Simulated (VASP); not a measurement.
Set up this calculation in VASP 6.6.1, as the native input.

```yaml
Task: single point
Functional: r2SCAN
Potentials_or_basis: VASP PAW PBE potentials, release 64 (Ca_sv, F)
Cutoff: 660 eV
k_mesh: 6 × 6 × 6
Occupations: gaussian, width 0.01 eV
Spin: no spin polarisation
Dipole_correction: no
Further_INCAR_settings: ALGO = Normal; EDIFF = 1e-06; NBANDS = 19
```

The system is CaF2.

```
CELL_PARAMETERS angstrom
0.00000 2.73100 2.73100
2.73100 0.00000 2.73100
2.73100 2.73100 0.00000
ATOMIC_POSITIONS crystal
Ca 0.00000 0.00000 0.00000
F 0.25000 0.25000 0.25000
F 0.75000 0.75000 0.75000
```

One way to write it, as run:

POSCAR

```
CaF2
1.0
    0.0000000000      2.7310000000      2.7310000000
    2.7310000000      0.0000000000      2.7310000000
    2.7310000000      2.7310000000      0.0000000000
Ca F
1 2
Direct
    0.0000000000      0.0000000000      0.0000000000
    0.2500000000      0.2500000000      0.2500000000
    0.7500000000      0.7500000000      0.7500000000
```

INCAR.step1

```
ALGO = Normal ; EDIFF = 1E-5
ENCUT = 660 ; GGA = PE
GGA_COMPAT = F ; ISMEAR = 0
LASPH = T ; LCHARG = F
LREAL = F ; LWAVE = T
NBANDS = 19 ; NELM = 120
PREC = Accurate ; SIGMA = 0.01
```

INCAR.step2

```
ALGO = Normal ; EDIFF = 1E-6
ENCUT = 660 ; GGA_COMPAT = F
ISIF = 2 ; ISMEAR = 0
ISTART = 1 ; LASPH = T
LCHARG = F ; LMIXTAU = T
LREAL = F ; LWAVE = F
METAGGA = R2SCAN ; NBANDS = 19
NELM = 120 ; PREC = Accurate
SIGMA = 0.01
```

KPOINTS

```
k-points
0
Gamma
  6 6 6
```

Potentials or basis: VASP PAW PBE potentials, release 64 (Ca_sv, F).

Launch:

```sh
$ cat potpaw_PBE.64/Ca_sv/POTCAR potpaw_PBE.64/F/POTCAR > POTCAR
$ cp INCAR.step1 INCAR
$ mpirun -np 1 vasp_std > vasp.out
$ cp INCAR.step2 INCAR
$ mpirun -np 1 vasp_std > vasp.out
```

Results of the run:

```yaml
Pressure: -0.7 GPa
Band_gap_on_the_k_mesh: 7.95 eV (least direct gap 8.21 eV)
```

Caveat: the PAW data sets were made with another functional, which shifts forces and pressure a little.

Run time: 35 s on 1 thread of Intel(R) Xeon(R) Platinum 8559C (Emerald Rapids), on a shared host, peak memory 0.19 GiB.
